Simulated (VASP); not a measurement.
Crystal: GaCo.

```
Co Ga
1.0
     2.91268    0.00000    0.00000
     0.00000    2.91268    0.00000
     0.00000    0.00000    2.91268
Co Ga
1 1
Direct
  0.00000 0.00000 0.00000
  0.50000 0.50000 0.50000
```

Base run:

| Property | Result |
| --- | --- |
| Program | VASP 6.6.1 |
| Functional | PBE |
| Potentials or basis | VASP PAW PBE potentials, release 64 (Co, Ga_d) |
| Cutoff | 520 eV |
| k mesh | 6 × 6 × 6 |
| Occupations | methfessel-paxton, width 0.1834 eV |
| Spin | no spin polarisation |

Its results: band gap on the k mesh zero (band 11 reaches 10.52 eV, above the bottom of band 12 at 9.07 eV); pressure -5.2 GPa.

The run is repeated on the same cell with these changes: hubbard terms from none to Co d U = 6.0 eV. What comes out?

Band gap on the k mesh zero (band 11 reaches 9.94 eV, above the bottom of band 12 at 9.05 eV); pressure -11.0 GPa.

Caveats: U without spin polarisation on a metal has little footing (some runs); the U is typed as a test and isn't derived for this compound (some runs).
